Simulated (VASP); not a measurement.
# Ti (Fm-3m) in VASP: further runs, part 2 of 2

VASP 6.6.1. The steps go on from the part before.

## Step 3: Single point, r2SCAN (volume scaled by 1.03)

Input file POSCAR:

```
Ti
1.0
    0.0000000000      2.0755009766      2.0755009766
    2.0755009766      0.0000000000      2.0755009766
    2.0755009766      2.0755009766      0.0000000000
Ti
1
Direct
    0.0000000000      0.0000000000      0.0000000000
```

Input file INCAR.step1:

```
PREC = Accurate
ENCUT = 520
ISMEAR = 0
SIGMA = 0.1
LREAL = False
LASPH = True
NELM = 80
NBANDS = 12
GGA = PE
ALGO = Normal
EDIFF = 1E-4
LWAVE = True
LCHARG = False
```

Input file INCAR.step2:

```
PREC = Accurate
ENCUT = 520
EDIFF = 1E-6
ISMEAR = 0
SIGMA = 0.1
LREAL = False
LASPH = True
NELM = 80
ALGO = Normal
ISIF = 2
LWAVE = False
LCHARG = False
METAGGA = R2SCAN
LMIXTAU = True
NBANDS = 12
ISTART = 1
```

Input file KPOINTS:

```
regular mesh
0
Gamma
  18 18 18
```

Potentials or basis: VASP PAW PBE potentials, release 64 (Ti_sv).

Launch:

```sh
$ cat potpaw_PBE.64/Ti_sv/POTCAR > POTCAR
$ cp INCAR.step1 INCAR
$ mpirun -np 1 vasp_std > vasp.out
$ cp INCAR.step2 INCAR
$ mpirun -np 1 vasp_std > vasp.out
```

It took 59 s on 1 thread of Intel Xeon 6975P-C (Granite Rapids), shared host; peak memory 0.17 GiB.

The run converged. Its results:

* Free energy: -12.8800 eV
* Pressure: -2.8 GPa
* Band gap on the k mesh: zero (band 6 reaches 8.90 eV, above the bottom of band 7 at 7.51 eV)

Levels at points of the mesh, in eV from the Fermi level:
| k point | band 2 | band 3 | band 4 | band 5 | band 6 | band 7 | band 8 | band 9 | band 10 | band 11 |
| --- | --- | --- | --- | --- | --- | --- | --- | --- | --- | --- |
| (0.00, 0.00, 0.00) | -33.94 | -33.94 | -33.94 | -6.40 | 0.98 | 0.98 | 0.98 | 2.72 | 2.72 | 15.63 |
| (0.50, 0.00, 0.00) | -34.57 | -34.02 | -34.02 | -2.64 | 0.38 | 0.92 | 0.92 | 3.70 | 3.70 | 8.28 |
| (0.50, 0.50, 0.00) | -34.53 | -34.16 | -34.16 | -2.54 | -1.69 | 2.68 | 3.76 | 3.92 | 3.92 | 10.68 |

Caveat: the PAW data sets were made with another functional, which shifts forces and pressure a little.

## Step 4: Single point, r2SCAN (volume scaled by 1.06)

Input file POSCAR:

```
Ti
1.0
    0.0000000000      2.0954589411      2.0954589411
    2.0954589411      0.0000000000      2.0954589411
    2.0954589411      2.0954589411      0.0000000000
Ti
1
Direct
    0.0000000000      0.0000000000      0.0000000000
```

Input file INCAR.step1:

```
PREC = Accurate ; ENCUT = 520
ISMEAR = 0 ; SIGMA = 0.1
LREAL = F ; LASPH = T
NELM = 100 ; NBANDS = 12
GGA = PE ; ALGO = Normal
EDIFF = 1E-4 ; LWAVE = T
LCHARG = F
```

Input file INCAR.step2:

```
PREC = Accurate ; ENCUT = 520
EDIFF = 1E-6 ; ISMEAR = 0
SIGMA = 0.1 ; LREAL = F
LASPH = T ; NELM = 100
ALGO = Normal ; ISIF = 2
LWAVE = F ; LCHARG = F
METAGGA = R2SCAN ; LMIXTAU = T
NBANDS = 12 ; ISTART = 1
```

KPOINTS is that of step 3.

Potentials or basis: VASP PAW PBE potentials, release 64 (Ti_sv).

Launch:

```sh
$ cat potpaw_PBE.64/Ti_sv/POTCAR > POTCAR
$ cp INCAR.step1 INCAR
$ mpirun -np 1 vasp_std > vasp.out
$ cp INCAR.step2 INCAR
$ mpirun -np 1 vasp_std > vasp.out
```

OUTCAR:

```text
PREC = Accurate
   ENCUT = 520
   EDIFF = 1E-6
   ISMEAR = 0
   LREAL = F
   LASPH = T
   NELM = 100
   ISIF = 2
   METAGGA = R2SCAN
   ISTART = 1

 ion  position               nearest neighbor table
   1  0.000  0.000  0.000-

  LATTYP: Found a face centered cubic cell.
 ALAT       =     4.1909178822

  Lattice vectors:

 A1 = (   0.0000000000,   2.0954589411,   2.0954589411)
 A2 = (   2.0954589411,   0.0000000000,   2.0954589411)
 A3 = (   2.0954589411,   2.0954589411,   0.0000000000)

Analysis of symmetry for initial positions (statically):
=====================================================================
 Subroutine PRICEL returns:
 Original cell was already a primitive cell.

 Routine SETGRP: Setting up the symmetry group for a
 face centered cubic supercell.

 Subroutine GETGRP returns: Found 48 space group operations
 (whereof 48 operations were pure point group operations)
 out of a pool of 48 trial point group operations.

The static configuration has the point symmetry O_h .

Analysis of symmetry for dynamics (positions and initial velocities):
=====================================================================
 Subroutine PRICEL returns:
 Original cell was already a primitive cell.

 Routine SETGRP: Setting up the symmetry group for a
 face centered cubic supercell.

 Subroutine GETGRP returns: Found 48 space group operations
 (whereof 48 operations were pure point group operations)
 out of a pool of 48 trial point group operations.

The dynamic configuration has the point symmetry O_h .

 Subroutine INISYM returns: Found 48 space group operations
 (whereof 48 operations are pure point group operations),
 and found     1 'primitive' translations

----------------------------------------------------------------------------------------

                                     Primitive cell

  volume of cell :      18.4021

[... 107 lines left out ...]
  volume/ion in A,a.u.               =      18.40       124.18
  Fermi-wavevector in a.u.,A,eV,Ry     =   1.419644  2.682738 27.421030  2.015389
  Thomas-Fermi vector in A             =   2.540643
   LORBIT       =      0    0 simple, 1 ext, 2 COOP (PROOUT), +10 PAW based schemes
   METAGGA = R2SCAN    functional components
   LHFCALC =     F    Hartree Fock is set to
   AEXX    =    0.0000 exact exchange contribution
   IVDW    =     0    specifies the selected vdW correction
   LEPSILON=     F    determine dielectric tensor
   LRPA    =     F    only Hartree local field effects (RPA)
 non-spin polarized calculation
 Gauss-broadening in eV      SIGMA  =   0.10
  energy-cutoff  :      520.00
  volume of cell :       18.40
 maximum number of plane-waves:       531
 NGX is ok and might be reduce to    24
   NGX = 11   NGY = 11   NGZ = 11

 number of electron      11.9999997 magnetization

 Free energy of the ion-electron system (eV)
  ---------------------------------------------------
  ext. energy  EPLUGINS =         0.00000000
  ---------------------------------------------------
  free energy    TOTEN  =       -12.86674395 eV

  energy without entropy =      -12.85909262  energy(sigma->0) =      -12.86291828

 E-fermi :   7.6176     XC(G=0): -12.1206

 val. band max:        7.6174249046   @ k =  -0.3889   0.0556   0.0000
 cond. band min:       7.6241054911   @ k =  -0.2778   0.2778   0.1111
 fundamental gap:      0.0066805866
 Fermi energy:         7.6175730818

 k-point     1 :       0.0000    0.0000    0.0000
  band No.  band energies     occupation
      1     -51.5455      2.00000
      2     -26.4075      2.00000
      3     -26.4074      2.00000
      4     -26.4074      2.00000
      5       1.2903      2.00000
      6       8.5752      0.00000
      7       8.5752      0.00000
      8       8.5752      0.00000
      9      10.2542      0.00000
     10      10.2542      0.00000
     11      23.0976      0.00000
     12      27.6895      0.00000
[... 331 lines left out ...]
 k-point    24 :      -0.2222    0.0556    0.0000
  band No.  band energies     occupation
      1     -51.4960      2.00000
      2     -26.6850      2.00000
      3     -26.4610      2.00000
      4     -26.4365      2.00000
      5       3.0444      2.00000
      6       7.7263      0.12409
      7       8.8214      0.00000
      8       8.9213      0.00000
      9      10.0335      0.00000
     10      10.4874      0.00000
     11      20.7547      0.00000
     12      23.7219      0.00000

 [... further k-points ...]
[... 5 lines left out ...]
  --------------------------------------------------------------------------------------
  -------------------------------------------------------------------------------------
  Total       -0.6373078     -0.6373078     -0.6373078     -0.0000000      0.0000000      0.0000000
  in kB      -55.4871451    -55.4871451    -55.4871451     -0.0000000      0.0000000      0.0000000
  external PRESSURE =     -55.4871451 kB  Pullay stress =       0.0000000 kB

 VOLUME and BASIS-vectors are now :
 -----------------------------------------------------------------------------
  energy-cutoff  :      520.00
  volume of cell :       18.40
      direct lattice vectors                 reciprocal lattice vectors
     0.000000000  2.095458941  2.095458941    -0.238611213  0.238611213  0.238611213
     2.095458941  0.000000000  2.095458941     0.238611213 -0.238611213  0.238611213
     2.095458941  2.095458941  0.000000000     0.238611213  0.238611213 -0.238611213

 POSITION                                       TOTAL-FORCE (eV/Angst)
 -----------------------------------------------------------------------------------
      0.00000      0.00000      0.00000        -0.000000     -0.000000     -0.000000
 -----------------------------------------------------------------------------------
    total drift:                                0.000000      0.000000      0.000000

  FREE ENERGIE OF THE ION-ELECTRON SYSTEM (eV)
  ---------------------------------------------------
  free  energy   TOTEN  =       -12.8667439492 eV

  energy  without entropy=      -12.8590926199  energy(sigma->0) =      -12.86291828
```

OSZICAR.step1:

```text
N       E                     dE             d eps       ncg     rms          rms(c)
DAV:   1     0.861870463794E+02    0.86187E+02   -0.65129E+03  4692   0.118E+03
DAV:   2    -0.436939444364E+01   -0.90556E+02   -0.88176E+02  4776   0.293E+02
DAV:   3    -0.876616047933E+01   -0.43968E+01   -0.43440E+01  6568   0.659E+01
DAV:   4    -0.887148552635E+01   -0.10533E+00   -0.10521E+00  5280   0.903E+00
DAV:   5    -0.887405307331E+01   -0.25675E-02   -0.25674E-02  5732   0.126E+00    0.791E+00
DAV:   6    -0.777321366752E+01    0.11008E+01   -0.22875E+00  5052   0.222E+01    0.202E+00
DAV:   7    -0.775572602676E+01    0.17488E-01   -0.96926E-02  5768   0.355E+00    0.124E+00
DAV:   8    -0.776253743110E+01   -0.68114E-02   -0.36020E-02  4864   0.258E+00    0.199E-01
DAV:   9    -0.776265447285E+01   -0.11704E-03   -0.50462E-03  6152   0.870E-01    0.840E-02
DAV:  10    -0.776264987681E+01    0.45960E-05   -0.26198E-04  5008   0.201E-01
   1 F= -.77626499E+01 E0= -.77580008E+01  d E =-.929815E-02
```

Wall time 56 s (1 thread of Intel Xeon 6975P-C (Granite Rapids), shared host); peak memory 0.17 GiB.

What came out:

```
Free energy            : -12.8667 eV
Pressure               : -5.5 GPa
Band gap on the k mesh : zero (band 6 reaches 8.58 eV, above the bottom of band 7 at 7.23 eV)
```

Caveat: the PAW data sets were made with another functional, which shifts forces and pressure a little.

## Step 5: Summary

| cell | gap on the mesh (eV) | pressure (GPa) |
| --- | --- | --- |
| a = 2.906 Å, angles 60.0°, 1 atom | none | 0.4 |
| a = 2.935 Å, angles 60.0°, 1 atom | none | -2.8 |
| a = 2.963 Å, angles 60.0°, 1 atom | none | -5.5 |

Alike in all rows: task single point; level r2SCAN; potentials or basis VASP PAW PBE potentials, release 64 (Ti_sv); no spin polarisation; k mesh 18 × 18 × 18; cutoff (eV) 520; smearing gaussian 0.1 eV.

Caveats: the PAW data sets were made with another functional, which shifts forces and pressure a little.

Total energies depend on the potentials used, so only differences within one code and one set of settings carry meaning.
